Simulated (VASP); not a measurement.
# Na33H32 (a cell with a defect) in VASP: single point with PBEsol

Aim: the single point of Na33H32 (a cell with a defect) with PBEsol.

Everything below comes from runs of VASP 6.6.1. Logs are shortened: lines on timing, memory, paths and dates and some standing lists are left out, and cuts for length are marked.

### Step 1. The cell of the first run

The cell holds a defect, 65 atoms: a = 9.586 Å, b = 9.586 Å, c = 9.586 Å, α = 90.00°, β = 90.00°, γ = 90.00°.

### Step 2. Single point, PBEsol, collinear spin

Input file INCAR:

```
PREC = Accurate
ENCUT = 520
EDIFF = 1E-6
ISMEAR = -1
SIGMA = 0.05
LREAL = Auto
LASPH = True
NELM = 150
ALGO = Normal
ISIF = 2
LWAVE = False
LCHARG = True
ISPIN = 2
MAGMOM = 0 0 0 0.111 0 0 0 0 0 0.111 0 0 0 0 0 0 0 0 0.111 0 0 0 0 0 0.111 0 0 0 0 0 0 0 0 0 0 0.111 0 0 0 0 0 0.111 0 0 0 0 0 0 0 0 0.111 0 0 0 0 0 0.111 0 0 0 0 0 0 0 0.111
LORBIT = 11
GGA = PS
LELF = True
LVHAR = True
ISYM = 0
NBANDS = 174
NCORE = 4
```

Input file KPOINTS:

```
Automatic mesh
0
Gamma
  1 1 1
  0.25 0.25 0.25
```

Input file POSCAR:

```
Na33H32
1.0
    9.5855340000      0.0000000000      0.0000000000
    0.0000000000      9.5855340000      0.0000000000
    0.0000000000      0.0000000000      9.5855340000
H Na
32 33
Direct
    0.2487850000      0.9977040000      0.0041690000
    0.2594360000      0.9761680000      0.5101320000
    0.2481050000      0.5075440000      0.9906760000
    0.2429300000      0.5241030000      0.4930080000
    0.7486380000      0.0011320000      0.9990650000
    0.7538090000      0.9974810000      0.4992490000
    0.7494330000      0.5019500000      0.9998100000
    0.7405930000      0.5072800000      0.4984780000
    0.9933100000      0.2517430000      0.9919030000
    0.9719650000      0.2625000000      0.4960750000
    0.9976300000      0.7513910000      0.0000430000
    0.9935500000      0.7583110000      0.4991040000
    0.5026410000      0.2515080000      0.0028240000
    0.5192860000      0.2432110000      0.5044320000
    0.4996850000      0.7514470000      0.9990740000
    0.5035030000      0.7459510000      0.4989790000
    0.9969710000      0.0045810000      0.2472250000
    0.0017060000      0.0014400000      0.7491830000
    0.0059730000      0.4928660000      0.2565980000
    0.9973570000      0.5030300000      0.7471870000
    0.4987540000      0.0015330000      0.2521270000
    0.4956160000      0.0054250000      0.7461160000
    0.4967790000      0.5029800000      0.2477170000
    0.4991280000      0.4981430000      0.7494320000
    0.2456440000      0.2634770000      0.2218180000
    0.2538340000      0.2434990000      0.7693910000
    0.2486920000      0.7584070000      0.2438630000
    0.2485410000      0.7459500000      0.7538240000
    0.7416960000      0.2518410000      0.2437960000
    0.7525380000      0.2515290000      0.7530950000
    0.7496040000      0.7513850000      0.2480980000
    0.7486020000      0.7514390000      0.7501760000
    0.9979580000      0.0002840000      0.9976430000
    0.0019690000      0.0061430000      0.4990290000
    0.9988790000      0.5014540000      0.9956650000
    0.9742780000      0.5240330000      0.5094190000
    0.4986600000      0.0017020000      0.0017990000
    0.5163790000      0.9829470000      0.4950560000
    0.5000070000      0.5020230000      0.9975260000
    0.4948180000      0.4989300000      0.4984930000
    0.2484650000      0.2517520000      0.9963880000
    0.3179330000      0.1799720000      0.5683370000
    0.2487410000      0.7531870000      0.9977360000
    0.2486360000      0.7511410000      0.4989650000
    0.7469270000      0.2515480000      0.9973600000
    0.7463180000      0.2516340000      0.4989130000
    0.7487010000      0.7516050000      0.9991290000
    0.7474320000      0.7530770000      0.4991520000
    0.2486390000      0.0063110000      0.2523190000
    0.2446180000      0.9828960000      0.7667220000
    0.2591560000      0.5241170000      0.2243890000
    0.2481170000      0.4990030000      0.7450360000
    0.7472880000      0.0003420000      0.2484430000
    0.7513720000      0.0016830000      0.7490270000
    0.7452190000      0.5014640000      0.2492520000
    0.7472230000      0.5020380000      0.7503740000
    0.9749280000      0.2421190000      0.2251590000
    0.0003650000      0.2520560000      0.7446330000
    0.9990350000      0.7547510000      0.2494880000
    0.9980030000      0.7528030000      0.7505310000
    0.4941750000      0.2520890000      0.2508110000
    0.5160920000      0.2551670000      0.7663070000
    0.5001370000      0.7528250000      0.2484590000
    0.4983870000      0.7489240000      0.7488100000
    0.1591490000      0.3398230000      0.4093640000
```

Potentials or basis: VASP PAW PBE potentials, release 64 (H, Na_pv).

On the command line:

```console
> cat potpaw_PBE.64/H/POTCAR potpaw_PBE.64/Na_pv/POTCAR > POTCAR
> mpirun -np 4 vasp_std > vasp.out
```

OUTCAR:

```text
PREC = Accurate
   ENCUT = 520
   EDIFF = 1E-6
   ISMEAR = -1
   LREAL = Auto
   LASPH = True
   NELM = 150
   ISIF = 2
   ISPIN = 2
   LORBIT = 11
   GGA = PS
   ISYM = 0

 ion  position               nearest neighbor table
   1  0.249  0.998  0.004-
   2  0.259  0.976  0.510-
   3  0.248  0.508  0.991-
   4  0.243  0.524  0.493-
   5  0.749  0.001  0.999-
   6  0.754  0.997  0.499-
[... 27 lines left out ...]
  34  0.002  0.006  0.499-
  35  0.999  0.501  0.996-
  36  0.974  0.524  0.509-  65 2.68
  37  0.499  0.002  0.002-
  38  0.516  0.983  0.495-  42 2.77
  39  0.500  0.502  0.998-
  40  0.495  0.499  0.498-
  41  0.248  0.252  0.996-
  42  0.318  0.180  0.568-  65 2.64  38 2.77  50 2.77  62 2.78
  43  0.249  0.753  0.998-
  44  0.249  0.751  0.499-
  45  0.747  0.252  0.997-
  46  0.746  0.252  0.499-
  47  0.749  0.752  0.999-
  48  0.747  0.753  0.499-
  49  0.249  0.006  0.252-
  50  0.245  0.983  0.767-  42 2.77
  51  0.259  0.524  0.224-  65 2.68
  52  0.248  0.499  0.745-
  53  0.747  0.000  0.248-
  54  0.751  0.002  0.749-
  55  0.745  0.501  0.249-
  56  0.747  0.502  0.750-
  57  0.975  0.242  0.225-  65 2.67
  58  0.000  0.252  0.745-
  59  0.999  0.755  0.249-
  60  0.998  0.753  0.751-
  61  0.494  0.252  0.251-
  62  0.516  0.255  0.766-  42 2.78
  63  0.500  0.753  0.248-
  64  0.498  0.749  0.749-
  65  0.159  0.340  0.409-  42 2.64  57 2.67  36 2.68  51 2.68

IMPORTANT INFORMATION: All symmetrisations will be switched off!
NOSYMM: (Re-)initialisation of all symmetry stuff for point group C_1.

----------------------------------------------------------------------------------------

                                     Primitive cell

  volume of cell :     880.7425

  direct lattice vectors                    reciprocal lattice vectors
     9.585534000  0.000000000  0.000000000     0.104323870  0.000000000  0.000000000
     0.000000000  9.585534000  0.000000000     0.000000000  0.104323870  0.000000000
     0.000000000  0.000000000  9.585534000     0.000000000  0.000000000  0.104323870

  length of vectors
     9.585534000  9.585534000  9.585534000     0.104323870  0.104323870  0.104323870

  position of ions in fractional coordinates (direct lattice)
     0.248785000  0.997704000  0.004169000
     0.259436000  0.976168000  0.510132000
     0.248105000  0.507544000  0.990676000
     0.242930000  0.524103000  0.493008000
     0.748638000  0.001132000  0.999065000
     0.753809000  0.997481000  0.499249000
[... 57 lines left out ...]
     0.498387000  0.748924000  0.748810000
     0.159149000  0.339823000  0.409364000

  ion indices of the primitive-cell ions
   primitive index   ion index
                 1           1
                 2           2
                 3           3
                 4           4
                 5           5
                 6           6
[... 57 lines left out ...]
                64          64
                65          65

----------------------------------------------------------------------------------------

 KPOINTS: Automatic mesh

Automatic generation of k-mesh.
 Grid dimensions read from file:
 generate k-points for:    1    1    1

 Generating k-lattice:

  Cartesian coordinates                     Fractional coordinates (reciprocal lattice)
     0.104323870  0.000000000  0.000000000     1.000000000  0.000000000  0.000000000
     0.000000000  0.104323870  0.000000000     0.000000000  1.000000000  0.000000000
     0.000000000  0.000000000  0.104323870     0.000000000  0.000000000  1.000000000
[... 22 lines left out ...]
   dimension x,y,z NGXF=   144 NGYF=  144 NGZF=  144
   ions per type =              32  33
   NGX,Y,Z   is equivalent  to a cutoff of  12.49, 12.49, 12.49 a.u.
   NGXF,Y,Z  is equivalent  to a cutoff of  24.97, 24.97, 24.97 a.u.
 SYSTEM =  unknown system
   PREC   = accura    normal or accurate (medium, high low for compatibility)
   ISTART =      0    job   : 0-new  1-cont  2-samecut
   ICHARG =      2    charge: 1-file 2-atom 10-const
   ISPIN  =      2    spin polarized calculation?
   LNONCOLLINEAR =      F non collinear calculations
   LSORBIT =      F    spin-orbit coupling
   LASPH  =      T    aspherical Exc in radial PAW
   ENCUT  =  520.0 eV  38.22 Ry    6.18 a.u.  17.82 17.82 17.82*2*pi/ulx,y,z
   NELM   =    150;   NELMIN=  2; NELMDL= -5     # of ELM steps
   EDIFF  = 0.1E-05   stopping-criterion for ELM
   LREAL  =      T    real-space projection
   EDIFFG = 0.1E-04   stopping-criterion for IOM
   NSW    =      0    number of steps for IOM
   IBRION =     -1    ionic relax: 0-MD 1-quasi-New 2-CG
   NFREE  =      0    steps in history (QN), initial steepest desc. (CG)
   ISIF   =      2    stress and relaxation
   ISYM   =      0    0-nonsym 1-usesym 2-fastsym
   POTIM  = 0.5000    time-step for ionic-motion
   TEBEG  =    0.0;   TEEND  =   0.0 temperature during run
   PSTRESS=    0.0 pullay stress
   NELECT =     263.0000    total number of electrons
   NUPDOWN=      -1.0000    fix difference up-down
   EMIN   =  10.00;   EMAX   =-10.00  energy-range for DOS
   EFERMI =   0.00;   METHOD = LEGACY
   ISMEAR =    -1;   SIGMA  =   0.05  broadening in eV -4-tet -1-fermi 0-gaus
   EFERMI_NEDOS =   21; number of points for ismear=-14 and -15
   IALGO  =     38    algorithm
   IMIX   =      4    mixing-type and parameters
     AMIX     =   0.40;   BMIX     =  1.00
     AMIX_MAG =   1.60;   BMIX_MAG =  1.00
  volume/ion in A,a.u.               =      13.55        91.44
  Fermi-wavevector in a.u.,A,eV,Ry     =   1.094235  2.067804 16.290926  1.197349
  Thomas-Fermi vector in A             =   2.230535
   LORBIT       =     11    0 simple, 1 ext, 2 COOP (PROOUT), +10 PAW based schemes
   GGA     = PS    functional components
   LHFCALC =     F    Hartree Fock is set to
   AEXX    =    0.0000 exact exchange contribution
   IVDW    =     0    specifies the selected vdW correction
   LEPSILON=     F    determine dielectric tensor
   LRPA    =     F    only Hartree local field effects (RPA)
 spin polarized calculation
  energy-cutoff  :      520.00
  volume of cell :      880.74
 maximum number of plane-waves:     23724
   NGX = 35   NGY = 35   NGZ = 35

 number of electron     262.9999995 magnetization       0.9429655

 Free energy of the ion-electron system (eV)
  ---------------------------------------------------
  ext. energy  EPLUGINS =         0.00000000
  ---------------------------------------------------
  free energy    TOTEN  =      -160.94993519 eV

  energy without entropy =     -160.92460480  energy(sigma->0) =     -160.93727000

 E-fermi :   2.7983     XC(G=0):  -8.0616

 val. band max:        2.7158334913   @ k =   0.2500  -0.2500   0.2500
 cond. band min:       2.9858220381   @ k =  -0.2500   0.2500   0.2500
 fundamental gap:      0.2699885468
 Fermi energy:         2.7982965619

 spin component 1

 k-point     1 :       0.2500    0.2500    0.2500
  band No.  band energies     occupation
      1     -23.4187      1.00000
      2     -23.3164      1.00000
      3     -23.2966      1.00000
      4     -23.2323      1.00000
      5     -23.1648      1.00000
      6     -23.1616      1.00000
[... 573 lines left out ...]
    142       4.0885      0.00000
    143       4.0956      0.00000
 Fermi energy:         2.7982965619

 spin component 2

 k-point     1 :       0.2500    0.2500    0.2500
  band No.  band energies     occupation
      1     -23.3706      1.00000
      2     -23.3038      1.00000
      3     -23.2850      1.00000
      4     -23.2067      1.00000
      5     -23.1557      1.00000
      6     -23.1478      1.00000
[... 573 lines left out ...]
    142       4.1617      0.00000
    143       4.1686      0.00000
 [bands above 143 left out]

------------------------ aborting loop because EDIFF is reached ----------------------------------------

  FORCE on cell =-STRESS in cart. coord.  units (eV):
  Direction    XX          YY          ZZ          XY          YZ          ZX
  --------------------------------------------------------------------------------------
  -------------------------------------------------------------------------------------
  Total        6.7704445      6.6507727      6.7810624     -1.5923795     -1.6112373      1.3219790
  in kB       12.3162595     12.0985620     12.3355746     -2.8967314     -2.9310359      2.4048401
  external PRESSURE =      12.2501320 kB  Pullay stress =       0.0000000 kB

 VOLUME and BASIS-vectors are now :
 -----------------------------------------------------------------------------
  energy-cutoff  :      520.00
  volume of cell :      880.74
      direct lattice vectors                 reciprocal lattice vectors
     9.585534000  0.000000000  0.000000000     0.104323870  0.000000000  0.000000000
     0.000000000  9.585534000  0.000000000     0.000000000  0.104323870  0.000000000
     0.000000000  0.000000000  9.585534000     0.000000000  0.000000000  0.104323870

 POSITION                                       TOTAL-FORCE (eV/Angst)
 -----------------------------------------------------------------------------------
      2.38474      9.56353      0.03996        -0.003180      0.000301      0.000180
      2.48683      9.35709      4.88989        -0.021165     -0.003856     -0.022488
      2.37822      4.86508      9.49616         0.005421     -0.002516      0.004327
      2.32861      5.02381      4.72574         0.015540      0.003383      0.018648
      7.17610      0.01085      9.57657         0.002258     -0.003061      0.002407
      7.22566      9.56139      4.78557         0.000972      0.001431     -0.003645
[... 57 lines left out ...]
      4.77731      7.17884      7.17774         0.000762     -0.003798      0.000466
      1.52553      3.25738      3.92397         0.000155     -0.004754     -0.001249
 -----------------------------------------------------------------------------------
    total drift:                               -0.004323      0.004890     -0.004295

  FREE ENERGIE OF THE ION-ELECTRON SYSTEM (eV)
  ---------------------------------------------------
  free  energy   TOTEN  =      -160.9499351919 eV

  energy  without entropy=     -160.9246048028  energy(sigma->0) =     -160.93727000

 total charge

# of ion       s       p       d       tot
------------------------------------------
    1        0.506   0.001   0.000   0.507
    2        0.509   0.001   0.000   0.511
    3        0.507   0.001   0.000   0.508
    4        0.508   0.001   0.000   0.509
    5        0.502   0.001   0.000   0.503
    6        0.506   0.001   0.000   0.507
[... 57 lines left out ...]
   64        0.064   5.991   0.000   6.055
   65        0.110   6.017   0.000   6.127
--------------------------------------------------
tot         18.472 197.840   0.000 216.312

 magnetization (x)

# of ion       s       p       d       tot
------------------------------------------
    1       -0.001   0.000   0.000  -0.001
    2        0.002   0.001   0.000   0.002
    3       -0.001   0.000   0.000  -0.001
    4        0.000   0.001   0.000   0.001
    5       -0.001   0.000   0.000  -0.000
    6       -0.001   0.000   0.000  -0.001
[... 57 lines left out ...]
   64        0.001   0.000   0.000   0.001
   65        0.020   0.015   0.000   0.035
--------------------------------------------------
tot          0.116   0.052   0.000   0.168
```

Wall time 5.1 min (4 MPI ranks of Intel Xeon 6975P-C (Granite Rapids), shared host); peak memory 0.46 GiB.

What came out:

| Item | Value |
| --- | --- |
| Free energy | -160.9499 eV |
| Pressure | 1.2 GPa |
| Largest force | 0.034 eV/Å |
| Band gap on the k mesh | 0.27 eV |
| Net moment | 0.94 μB per cell |
| Site moments | H -0.00, +0.00; Na +0.00, +0.01, +0.04 μB |
| Valence electrons inside the program's atomic spheres | H 0.51, 0.50; Na 6.06, 6.05, 6.07, 6.13 |

Forces on the atoms (eV/Å):
```
H   -0.003  0.000  0.000
H   -0.021 -0.004 -0.022
H    0.005 -0.003  0.004
H    0.016  0.003  0.019
H    0.002 -0.003  0.002
H    0.001  0.001 -0.004
H    0.000  0.008  0.000
H    0.003 -0.001  0.006
H   -0.001  0.000 -0.003
H    0.003 -0.023 -0.016
H    0.005 -0.005  0.001
H    0.004 -0.002 -0.003
H   -0.001  0.003  0.003
H   -0.001  0.022  0.009
H   -0.003  0.001  0.002
H   -0.005  0.000 -0.001
H    0.018  0.008  0.020
H   -0.003 -0.002 -0.001
H    0.010  0.006  0.008
H   -0.003  0.002 -0.001
H    0.000 -0.003 -0.003
H   -0.007  0.003 -0.008
H    0.002  0.003 -0.003
H   -0.010  0.002 -0.010
H   -0.018 -0.029  0.002
H    0.008  0.020 -0.001
H   -0.003 -0.001  0.005
H   -0.001  0.000 -0.005
H   -0.005 -0.002 -0.002
H    0.004  0.002 -0.002
H    0.001 -0.005  0.005
H    0.003  0.001 -0.005
Na  -0.001  0.001 -0.004
Na  -0.001  0.001  0.003
Na   0.000 -0.001  0.000
Na   0.001 -0.001  0.000
Na   0.000  0.001  0.000
Na   0.001 -0.001  0.000
Na   0.001  0.000 -0.003
Na   0.000 -0.003  0.001
Na  -0.001  0.001 -0.001
Na   0.000  0.009 -0.001
Na   0.000 -0.001 -0.001
Na   0.001 -0.002  0.001
Na  -0.001 -0.001 -0.001
Na  -0.002  0.002 -0.002
Na  -0.002  0.001 -0.001
Na  -0.002  0.000  0.001
Na   0.003  0.001 -0.001
Na   0.000 -0.001  0.002
Na  -0.002 -0.003  0.003
Na   0.002 -0.002  0.001
Na  -0.004  0.001 -0.002
Na   0.000  0.001  0.001
Na   0.002 -0.001  0.000
Na  -0.003  0.000  0.002
Na   0.000 -0.001  0.000
Na   0.001  0.000  0.004
Na  -0.002 -0.001 -0.003
Na   0.000  0.000  0.001
Na   0.004  0.000  0.001
Na   0.001  0.003  0.003
Na   0.001  0.000 -0.001
Na   0.001 -0.004  0.000
Na   0.000 -0.005 -0.001
```

Stress tensor (GPa, compression positive):
```
 1.23 -0.29  0.24
-0.29  1.21 -0.29
 0.24 -0.29  1.23
```

Caveat: the k points lie up to 0.66 Å⁻¹ apart; the PAW data sets were made with another functional, which shifts forces and pressure a little.
